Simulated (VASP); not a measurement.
# P in VASP: single point with PBEsol

Aim: the single point of P with PBEsol.

Program: VASP 6.6.1. These are calculated values, not measurements. Logs are shortened: lines on timing, memory, paths and dates and some standing lists are left out, and cuts for length are marked.

## 1. The cell of the first run

The cell holds a slab with vacuum, 4 atoms: a = 3.284 Å, b = 34.857 Å, c = 4.632 Å, α = 90.00°, β = 90.00°, γ = 90.00°.

## 2. Single point, PBEsol

Input file INCAR:

```
ALGO = Normal ; EDIFF = 1E-6
ENCUT = 520 ; GGA = PS
ISIF = 2 ; ISMEAR = 0
LASPH = T ; LCHARG = T
LELF = T ; LREAL = F
LVHAR = T ; LWAVE = F
NBANDS = 18 ; NELM = 60
PREC = Accurate ; SIGMA = 0.05
```

Input file KPOINTS:

```
k-points
0
Gamma
  10 1 8
```

Input file POSCAR:

```
P
1.0
    3.2837277200      0.0000000000      0.0000000000
    0.0000000000     34.8570309900      0.0000000000
    0.0000000000      0.0000000000      4.6320847100
P
4
Direct
    0.0000000000      0.9702614300      0.5921507200
    0.0000000000      0.0297385700      0.4078492800
    0.5000000000      0.0297385700      0.0921507200
    0.5000000000      0.9702614300      0.9078492800
```

Potentials or basis: VASP PAW PBE potentials, release 64 (P).

Launch:

```
$ cat potpaw_PBE.64/P/POTCAR > POTCAR
$ mpirun -np 1 vasp_std > vasp.out
```

OUTCAR:

```text
EDIFF = 1E-6
   ENCUT = 520
   GGA = PS
   ISIF = 2
   ISMEAR = 0
   LASPH = T
   LREAL = F
   NELM = 60
   PREC = Accurate

 ion  position               nearest neighbor table
   1  0.000  0.970  0.592-   4 2.20   4 2.20   2 2.24
   2  0.000  0.030  0.408-   3 2.20   3 2.20   1 2.24
   3  0.500  0.030  0.092-   2 2.20   2 2.20   4 2.24
   4  0.500  0.970  0.908-   1 2.20   1 2.20   3 2.24

  LATTYP: Found a simple orthorhombic cell.
 ALAT       =     3.2837277200
 B/A-ratio  =     1.4106177811
 C/A-ratio  =    10.6150795566

  Lattice vectors:

 A1 = (  -3.2837277200,   0.0000000000,   0.0000000000)
 A2 = (   0.0000000000,   0.0000000000,   4.6320847100)
 A3 = (   0.0000000000,  34.8570309900,   0.0000000000)

Analysis of symmetry for initial positions (statically):
=====================================================================
 Subroutine PRICEL returns:
 Original cell was already a primitive cell.

 Routine SETGRP: Setting up the symmetry group for a
 simple orthorhombic supercell.

 Subroutine GETGRP returns: Found  8 space group operations
 (whereof  4 operations were pure point group operations)
 out of a pool of  8 trial point group operations.

The static configuration has the point symmetry C_2h.
 The point group associated with its full space group is D_2h.

Analysis of symmetry for dynamics (positions and initial velocities):
=====================================================================
 Subroutine PRICEL returns:
 Original cell was already a primitive cell.

 Routine SETGRP: Setting up the symmetry group for a
 simple orthorhombic supercell.

 Subroutine GETGRP returns: Found  8 space group operations
 (whereof  4 operations were pure point group operations)
 out of a pool of  8 trial point group operations.

The dynamic configuration has the point symmetry C_2h.
 The point group associated with its full space group is D_2h.

 Subroutine INISYM returns: Found  8 space group operations
 (whereof  4 operations are pure point group operations),
 and found     1 'primitive' translations

----------------------------------------------------------------------------------------

                                     Primitive cell

  volume of cell :     530.1930

  direct lattice vectors                    reciprocal lattice vectors
     3.283727720  0.000000000  0.000000000     0.304531948  0.000000000  0.000000000
     0.000000000 34.857030990  0.000000000     0.000000000  0.028688617  0.000000000
     0.000000000  0.000000000  4.632084710     0.000000000  0.000000000  0.215885516

  length of vectors
     3.283727720 34.857030990  4.632084710     0.304531948  0.028688617  0.215885516

  position of ions in fractional coordinates (direct lattice)
     0.000000000  0.970261430  0.592150720
     0.000000000  0.029738570  0.407849280
     0.500000000  0.029738570  0.092150720
     0.500000000  0.970261430  0.907849280

  ion indices of the primitive-cell ions
   primitive index   ion index
                 1           1
                 2           2
                 3           3
                 4           4

----------------------------------------------------------------------------------------

 KPOINTS: k-points

Automatic generation of k-mesh.
 Grid dimensions read from file:
 generate k-points for:   10    1    8

 Generating k-lattice:

  Cartesian coordinates                     Fractional coordinates (reciprocal lattice)
     0.030453195  0.000000000  0.000000000     0.100000000  0.000000000  0.000000000
     0.000000000  0.028688617  0.000000000     0.000000000  1.000000000  0.000000000
     0.000000000  0.000000000  0.026985690     0.000000000  0.000000000  0.125000000

  Length of vectors
     0.030453195  0.028688617  0.026985690

  Shift w.r.t. Gamma in fractional coordinates (k-lattice)
     0.000000000  0.000000000  0.000000000

 Subroutine IBZKPT returns following result:
 ===========================================

 Found     30 irreducible k-points:

 Following reciprocal coordinates:
            Coordinates               Weight
  0.000000  0.000000  0.000000      1.000000
  0.100000  0.000000  0.000000      2.000000
  0.200000  0.000000  0.000000      2.000000
  0.300000  0.000000  0.000000      2.000000
  0.400000  0.000000  0.000000      2.000000
  0.500000  0.000000  0.000000      1.000000
[... 16 lines left out ...]
  0.400000  0.000000  0.375000      4.000000
  0.500000  0.000000  0.375000      2.000000
 [... further k-points ...]
   k-points           NKPTS =     30   k-points in BZ     NKDIM =     30   number of bands    NBANDS=     18
   number of dos      NEDOS =    301   number of ions     NIONS =      4
   total plane-waves  NPLWV = 233280
   dimension x,y,z NGX =    24 NGY =  270 NGZ =   36
   dimension x,y,z NGXF=    48 NGYF=  540 NGZF=   72
   ions per type =               4
   NGX,Y,Z   is equivalent  to a cutoff of  12.15, 12.88, 12.92 a.u.
   NGXF,Y,Z  is equivalent  to a cutoff of  24.30, 25.75, 25.84 a.u.
 SYSTEM =  unknown system
   PREC   = accura    normal or accurate (medium, high low for compatibility)
   ISTART =      0    job   : 0-new  1-cont  2-samecut
   ICHARG =      2    charge: 1-file 2-atom 10-const
   ISPIN  =      1    spin polarized calculation?
   LNONCOLLINEAR =      F non collinear calculations
   LSORBIT =      F    spin-orbit coupling
   LASPH  =      T    aspherical Exc in radial PAW
   ENCUT  =  520.0 eV  38.22 Ry    6.18 a.u.   6.11 64.81  8.61*2*pi/ulx,y,z
   NELM   =     60;   NELMIN=  2; NELMDL= -5     # of ELM steps
   EDIFF  = 0.1E-05   stopping-criterion for ELM
   LREAL  =      F    real-space projection
   EDIFFG = 0.1E-04   stopping-criterion for IOM
   NSW    =      0    number of steps for IOM
   IBRION =     -1    ionic relax: 0-MD 1-quasi-New 2-CG
   NFREE  =      0    steps in history (QN), initial steepest desc. (CG)
   ISIF   =      2    stress and relaxation
   ISYM   =      2    0-nonsym 1-usesym 2-fastsym
   POTIM  = 0.5000    time-step for ionic-motion
   TEBEG  =    0.0;   TEEND  =   0.0 temperature during run
   PSTRESS=    0.0 pullay stress
   NELECT =      20.0000    total number of electrons
   NUPDOWN=      -1.0000    fix difference up-down
   EMIN   =  10.00;   EMAX   =-10.00  energy-range for DOS
   EFERMI =   0.00;   METHOD = LEGACY
   ISMEAR =     0;   SIGMA  =   0.05  broadening in eV -4-tet -1-fermi 0-gaus
   EFERMI_NEDOS =   21; number of points for ismear=-14 and -15
   IALGO  =     38    algorithm
   IMIX   =      4    mixing-type and parameters
     AMIX     =   0.40;   BMIX     =  1.00
     AMIX_MAG =   1.60;   BMIX_MAG =  1.00
  volume/ion in A,a.u.               =     132.55       894.48
  Fermi-wavevector in a.u.,A,eV,Ry     =   0.549044  1.037542  4.101461  0.301449
  Thomas-Fermi vector in A             =   1.580001
   LORBIT       =      0    0 simple, 1 ext, 2 COOP (PROOUT), +10 PAW based schemes
   GGA     = PS    functional components
   LHFCALC =     F    Hartree Fock is set to
   AEXX    =    0.0000 exact exchange contribution
   IVDW    =     0    specifies the selected vdW correction
   LEPSILON=     F    determine dielectric tensor
   LRPA    =     F    only Hartree local field effects (RPA)
 non-spin polarized calculation
 Gauss-broadening in eV      SIGMA  =   0.05
  energy-cutoff  :      520.00
  volume of cell :      530.19
 maximum number of plane-waves:     14344
   NGX = 13   NGY =129   NGZ = 17

 number of electron      20.0000001 magnetization

 Free energy of the ion-electron system (eV)
  ---------------------------------------------------
  ext. energy  EPLUGINS =         0.00000000
  ---------------------------------------------------
  free energy    TOTEN  =       -22.81808268 eV

  energy without entropy =      -22.81808268  energy(sigma->0) =      -22.81808268

 E-fermi :  -3.2105     XC(G=0):  -1.7758

 val. band max:       -3.4561224436   @ k =   0.0000   0.0000   0.0000
 cond. band min:      -2.5593644864   @ k =   0.0000   0.0000   0.0000
 fundamental gap:      0.8967579572
 Fermi energy:        -3.2105444648

 k-point     1 :       0.0000    0.0000    0.0000
  band No.  band energies     occupation
      1     -18.6130      2.00000
      2     -16.1162      2.00000
      3     -12.7388      2.00000
      4      -9.2722      2.00000
      5      -8.1144      2.00000
      6      -8.0933      2.00000
[... 10 lines left out ...]
     17       1.5990      0.00000
     18       1.7410      0.00000

 k-point     2 :       0.1000    0.0000    0.0000
  band No.  band energies     occupation
      1     -18.4923      2.00000
      2     -15.9904      2.00000
      3     -12.7795      2.00000
      4      -9.1813      2.00000
      5      -8.2141      2.00000
      6      -7.9862      2.00000
[... 10 lines left out ...]
     17       1.7380      0.00000
     18       1.8585      0.00000

 k-point     3 :       0.2000    0.0000    0.0000
  band No.  band energies     occupation
      1     -18.1324      2.00000
      2     -15.6142      2.00000
      3     -13.0115      2.00000
      4      -8.9262      2.00000
      5      -8.9182      2.00000
      6      -8.6592      2.00000
[... 10 lines left out ...]
     17       1.7551      0.00000
     18       2.0924      0.00000

 k-point     4 :       0.3000    0.0000    0.0000
  band No.  band energies     occupation
      1     -17.5413      2.00000
      2     -14.9909      2.00000
      3     -13.6589      2.00000
      4     -10.2943      2.00000
      5      -9.1515      2.00000
      6      -8.5819      2.00000
[... 375 lines left out ...]
      4     -11.4859      2.00000
      5      -9.5016      2.00000
      6      -8.9375      2.00000
[... 10 lines left out ...]
     17       3.0296      0.00000
     18       3.4118      0.00000

 k-point    23 :       0.4000    0.0000    0.3750
  band No.  band energies     occupation
      1     -16.1869      2.00000
      2     -15.4272      2.00000
      3     -13.3448      2.00000
      4     -12.4660      2.00000
      5      -9.3242      2.00000
      6      -8.7108      2.00000
[... 10 lines left out ...]
     17       2.8265      0.00000
     18       3.3985      0.00000

 k-point    24 :       0.5000    0.0000    0.3750
  band No.  band energies     occupation
      1     -15.4555      2.00000
      2     -15.4555      2.00000
      3     -13.3725      2.00000
      4     -13.3725      2.00000
      5      -8.6755      2.00000
      6      -8.6755      2.00000
[... 10 lines left out ...]
     17       2.8745      0.00000
     18       2.8745      0.00000

 [... further k-points ...]

------------------------ aborting loop because EDIFF is reached ----------------------------------------

  FORCE on cell =-STRESS in cart. coord.  units (eV):
  Direction    XX          YY          ZZ          XY          YZ          ZX
  --------------------------------------------------------------------------------------
  -------------------------------------------------------------------------------------
  Total       -0.5122291      0.2037187     -0.1466583      0.0000000     -0.0000000      0.0000000
  in kB       -1.5478925      0.6156125     -0.4431832      0.0000000     -0.0000000      0.0000000
  external PRESSURE =      -0.4584878 kB  Pullay stress =       0.0000000 kB

 VOLUME and BASIS-vectors are now :
 -----------------------------------------------------------------------------
  energy-cutoff  :      520.00
  volume of cell :      530.19
      direct lattice vectors                 reciprocal lattice vectors
     3.283727720  0.000000000  0.000000000     0.304531948  0.000000000  0.000000000
     0.000000000 34.857030990  0.000000000     0.000000000  0.028688617  0.000000000
     0.000000000  0.000000000  4.632084710     0.000000000  0.000000000  0.215885516

 POSITION                                       TOTAL-FORCE (eV/Angst)
 -----------------------------------------------------------------------------------
      0.00000     33.82043      2.74289        -0.000000     -0.052546     -0.247154
      0.00000      1.03660      1.88919         0.000000      0.052546      0.247154
      1.64186      1.03660      0.42685        -0.000000      0.052546     -0.247154
      1.64186     33.82043      4.20523        -0.000000     -0.052546      0.247154
 -----------------------------------------------------------------------------------
    total drift:                               -0.000000      0.000000     -0.000000

  FREE ENERGIE OF THE ION-ELECTRON SYSTEM (eV)
  ---------------------------------------------------
  free  energy   TOTEN  =       -22.8180826764 eV

  energy  without entropy=      -22.8180826764  energy(sigma->0) =      -22.81808268
```

Run time: 15 min. Hardware: 1 thread of Intel Xeon 8259CL, shared host; peak memory 0.61 GiB.

Results:

| Property | Result |
| --- | --- |
| Free energy | -22.8181 eV |
| Largest force | 0.253 eV/Å |
| Band gap on the k mesh | 0.90 eV |

Forces in eV/Å, atoms in the order of the input:
```
P    0.000 -0.053 -0.247
P    0.000  0.053  0.247
P    0.000  0.053 -0.247
P    0.000 -0.053  0.247
```

Caveat: there is no dipole correction, which matters where the two faces differ; the PAW data sets were made with another functional, which shifts forces and pressure a little.
